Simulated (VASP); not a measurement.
# SiNi2 (P6_3/mmc) in VASP: single point with PBE

Aim: the single point of SiNi2 with PBE.

Program: VASP 6.6.1. These are calculated values, not measurements. Logs are shortened: lines on timing, memory, paths and dates and some standing lists are left out, and cuts for length are marked.

## Step 1: The cell of the first run

The structure is hexagonal, space group P6_3/mmc (No. 194). Conventional cell: a = 3.836 Å, b = 3.836 Å, c = 4.948 Å, α = 90.00°, β = 90.00°, γ = 120.00°. Si (site symmetry -6m2) has 11 Ni at 2.21 to 2.54 Å within 2.9 Å. Ni (site symmetry -3m) has 8 Ni at 2.47 to 2.54 Å and 6 Si at 2.54 Å within 3.3 Å. Ni (site symmetry -6m2) has 5 Si at 2.21 to 2.47 Å and 6 Ni at 2.54 Å within 2.9 Å.

## Step 2: Single point, PBE, collinear spin, ferromagnetic start

Input file POSCAR:

```
SiNi2
1.0
    3.8359985066      0.0000000000      0.0000000000
   -1.9179992533      3.3220721556      0.0000000000
    0.0000000000      0.0000000000      4.9480000000
Si Ni
2 4
Direct
    0.3333333333      0.6666666667      0.7500000000
    0.6666666667      0.3333333333      0.2500000000
    0.0000000000      0.0000000000      0.0000000000
    0.0000000000      0.0000000000      0.5000000000
    0.3333333333      0.6666666667      0.2500000000
    0.6666666667      0.3333333333      0.7500000000
```

Input file INCAR.step1:

```
ALGO     = Normal         # electronic algorithm
EDIFF    = 1E-6           # SCF threshold, eV
ENCUT    = 520            # plane-wave cutoff, eV
GGA      = PE             # functional
ISIF     = 2              # what is computed and relaxed
ISMEAR   = -1             # smearing method
ISPIN    = 2              # spin polarisation
LASPH    = T              # aspherical terms in the spheres
LCHARG   = T              # write CHGCAR
LMAXMIX  = 4              # l up to which the mixer works
LREAL    = F              # projectors in reciprocal space
LWAVE    = F              # write WAVECAR
MAGMOM   = 0 0 1.5 1.5 1.5 1.5 # initial moments
NBANDS   = 37             # bands
NELM     = 150            # most SCF steps
PREC     = Accurate       # precision mode
SIGMA    = 0.05           # smearing width, eV
```

Input file KPOINTS.step1:

```
k-points
0
Gamma
  8 8 6
```

Input file INCAR.step2:

```
ALGO     = Normal         # electronic algorithm
EDIFF    = 1E-6           # SCF threshold, eV
ENCUT    = 520            # plane-wave cutoff, eV
GGA      = PE             # functional
ICHARG   = 11             # starting density
ISIF     = 2              # what is computed and relaxed
ISMEAR   = -5             # smearing method
ISPIN    = 2              # spin polarisation
LASPH    = T              # aspherical terms in the spheres
LCHARG   = F              # write CHGCAR
LMAXMIX  = 4              # l up to which the mixer works
LORBIT   = 11             # projections on sites
LREAL    = F              # projectors in reciprocal space
LWAVE    = F              # write WAVECAR
MAGMOM   = 0 0 1.5 1.5 1.5 1.5 # initial moments
NBANDS   = 37             # bands
NEDOS    = 2001           # points of the DOS
NELM     = 150            # most SCF steps
PREC     = Accurate       # precision mode
SIGMA    = 0.05           # smearing width, eV
```

Input file KPOINTS.step2:

```
k-points
0
Gamma
  12 12 9
```

Potentials or basis: VASP PAW PBE potentials, release 64 (Si, Ni).

Started as:

```sh
cat potpaw_PBE.64/Si/POTCAR potpaw_PBE.64/Ni/POTCAR > POTCAR
cp INCAR.step1 INCAR
cp KPOINTS.step1 KPOINTS
mpirun -np 1 vasp_std > vasp.out
cp INCAR.step2 INCAR
cp KPOINTS.step2 KPOINTS
mpirun -np 1 vasp_std > vasp.out
```

OUTCAR:

```text
EDIFF = 1E-6
   ENCUT = 520
   GGA = PE
   ICHARG = 11
   ISIF = 2
   ISMEAR = -5
   ISPIN = 2
   LASPH = T
   LORBIT = 11
   LREAL = F
   NELM = 150
   PREC = Accurate

 ion  position               nearest neighbor table
   1  0.333  0.667  0.750-   6 2.21   6 2.21   6 2.21   5 2.47   5 2.47   3 2.54   4 2.54   4 2.54
                             3 2.54   4 2.54   3 2.54
   2  0.667  0.333  0.250-   5 2.21   5 2.21   5 2.21   6 2.47   6 2.47   3 2.54   4 2.54   3 2.54
                             4 2.54   3 2.54   4 2.54
   3  0.000  0.000  0.000-   4 2.47   4 2.47   1 2.54   5 2.54   6 2.54   2 2.54   2 2.54   6 2.54
                             1 2.54   5 2.54   2 2.54   6 2.54   1 2.54   5 2.54
   4  0.000  0.000  0.500-   3 2.47   3 2.47   1 2.54   5 2.54   6 2.54   2 2.54   2 2.54   6 2.54
                             1 2.54   5 2.54   2 2.54   6 2.54   1 2.54   5 2.54
   5  0.333  0.667  0.250-   2 2.21   2 2.21   2 2.21   1 2.47   1 2.47   3 2.54   4 2.54   4 2.54
                             3 2.54   4 2.54   3 2.54
   6  0.667  0.333  0.750-   1 2.21   1 2.21   1 2.21   2 2.47   2 2.47   3 2.54   4 2.54   3 2.54
                             4 2.54   3 2.54   4 2.54

  LATTYP: Found a hexagonal cell.
 ALAT       =     3.8359985066
 C/A-ratio  =     1.2898857994

  Lattice vectors:

 A1 = (   3.8359985066,   0.0000000000,   0.0000000000)
 A2 = (  -1.9179992533,   3.3220721556,   0.0000000000)
 A3 = (   0.0000000000,   0.0000000000,   4.9480000000)

Analysis of symmetry for initial positions (statically):
=====================================================================
 Subroutine PRICEL returns:
 Original cell was already a primitive cell.

 Routine SETGRP: Setting up the symmetry group for a
 hexagonal supercell.

 Subroutine GETGRP returns: Found 24 space group operations
 (whereof 12 operations were pure point group operations)
 out of a pool of 24 trial point group operations.

The static configuration has the point symmetry D_3d.
 The point group associated with its full space group is D_6h.

Analysis of symmetry for dynamics (positions and initial velocities):
=====================================================================
 Subroutine PRICEL returns:
 Original cell was already a primitive cell.

 Routine SETGRP: Setting up the symmetry group for a
 hexagonal supercell.

 Subroutine GETGRP returns: Found 24 space group operations
 (whereof 12 operations were pure point group operations)
 out of a pool of 24 trial point group operations.

The dynamic configuration has the point symmetry D_3d.
 The point group associated with its full space group is D_6h.
[... 159 lines left out ...]
 maximum number of plane-waves:      1728
 NGX is ok and might be reduce to    30

 number of electron      47.9999937 magnetization       0.0004493

 Free energy of the ion-electron system (eV)
  ---------------------------------------------------
  ext. energy  EPLUGINS =         0.00000000
  ---------------------------------------------------
  free energy    TOTEN  =       -35.64999950 eV

  energy without entropy =      -35.64999950  energy(sigma->0) =      -35.64999950

 E-fermi :  11.6992     XC(G=0): -13.1419

 val. band max:       11.7070273630   @ k =   0.3333   0.2500   0.1111
 cond. band min:      11.6635609137   @ k =   0.3333   0.2500   0.4444
 fundamental gap:     -0.0434664493
 Fermi energy:        11.6992182885

 spin component 1

 k-point     1 :       0.0000    0.0000    0.0000
  band No.  band energies     occupation
      1      -1.1777      1.00000
      2       3.2744      1.00000
      3       5.0039      1.00000
      4       6.4296      1.00000
      5       6.4296      1.00000
      6       7.6059      1.00000
[... 925 lines left out ...]
     35      22.1750      0.00000
     36      23.0628      0.00000

 [... further k-points ...]

 spin component 2

 k-point     1 :       0.0000    0.0000    0.0000
  band No.  band energies     occupation
      1      -1.1777      1.00000
      2       3.2744      1.00000
      3       5.0040      1.00000
      4       6.4296      1.00000
      5       6.4296      1.00000
      6       7.6059      1.00000
[... 925 lines left out ...]
     35      22.1750      0.00000
     36      23.0628      0.00000

 [... further k-points ...]

 [bands above 36 left out]

------------------------ aborting loop because EDIFF is reached ----------------------------------------

  FORCE on cell =-STRESS in cart. coord.  units (eV):
  Direction    XX          YY          ZZ          XY          YZ          ZX
  --------------------------------------------------------------------------------------
  -------------------------------------------------------------------------------------
  Total        5.0524851      5.0524851      3.0352433      0.0000000     -0.0000000      0.0000000
  in kB      128.3803177    128.3803177     77.1235316      0.0000000     -0.0000000      0.0000000
  external PRESSURE =     111.2947224 kB  Pullay stress =       0.0000000 kB

 VOLUME and BASIS-vectors are now :
 -----------------------------------------------------------------------------
  energy-cutoff  :      520.00
  volume of cell :       63.05
      direct lattice vectors                 reciprocal lattice vectors
     3.835998507  0.000000000  0.000000000     0.260688318  0.150508471  0.000000000
    -1.917999253  3.322072156  0.000000000     0.000000000  0.301016942  0.000000000
     0.000000000  0.000000000  4.948000000     0.000000000  0.000000000  0.202101859

 POSITION                                       TOTAL-FORCE (eV/Angst)
 -----------------------------------------------------------------------------------
     -0.00000      2.21471      3.71100         0.000000     -0.000000     -0.000000
      1.91800      1.10736      1.23700         0.000000     -0.000000     -0.000000
      0.00000      0.00000      0.00000         0.000000      0.000000     -0.000000
      0.00000      0.00000      2.47400         0.000000      0.000000     -0.000000
     -0.00000      2.21471      1.23700        -0.000000      0.000000     -0.000000
      1.91800      1.10736      3.71100         0.000000     -0.000000      0.000000
 -----------------------------------------------------------------------------------
    total drift:                                0.000000     -0.000000      0.000000

  FREE ENERGIE OF THE ION-ELECTRON SYSTEM (eV)
  ---------------------------------------------------
  free  energy   TOTEN  =       -35.6499995034 eV

  energy  without entropy=      -35.6499995034  energy(sigma->0) =      -35.64999950

 total charge

# of ion       s       p       d       tot
------------------------------------------
    1        0.725   0.898   0.000   1.622
    2        0.725   0.898   0.000   1.622
    3        0.445   0.574   8.450   9.469
    4        0.445   0.574   8.450   9.469
    5        0.530   0.656   8.543   9.729
    6        0.530   0.656   8.543   9.729
--------------------------------------------------
tot          3.398   4.255  33.986  41.640

 magnetization (x)

# of ion       s       p       d       tot
------------------------------------------
    1        0.000   0.000   0.000   0.000
    2        0.000   0.000   0.000   0.000
    3       -0.000   0.000   0.000   0.000
    4       -0.000   0.000   0.000   0.000
    5       -0.000  -0.000   0.000   0.000
    6       -0.000  -0.000   0.000   0.000
--------------------------------------------------
tot         -0.000   0.000   0.000   0.000
```

OUTCAR.step1:

```text
EDIFF = 1E-6
   ENCUT = 520
   GGA = PE
   ISIF = 2
[... 2144 lines left out ...]
      0.00000      0.00000      0.00000         0.000000      0.000000      0.000000
      0.00000      0.00000      2.47400         0.000000      0.000000      0.000000
     -0.00000      2.21471      1.23700         0.000000      0.000000      0.000000
      1.91800      1.10736      3.71100        -0.000000     -0.000000      0.000000
 -----------------------------------------------------------------------------------
    total drift:                                0.000000     -0.000000      0.000000

  FREE ENERGIE OF THE ION-ELECTRON SYSTEM (eV)
  ---------------------------------------------------
  free  energy   TOTEN  =       -35.6528139295 eV

  energy  without entropy=      -35.6203432112  energy(sigma->0) =      -35.63657857
```

Wall time 3.3 min (1 thread of AMD EPYC 9R45 (Zen 5), shared host); peak memory 0.38 GiB.

What came out:

| Item | Value |
| --- | --- |
| Net moment | 0.00 μB per cell |
| Valence electrons inside the program's atomic spheres | Si 1.62; Ni 9.47, 9.73 (each value once) |

Caveat: the moments typed at the start vanished in this run.
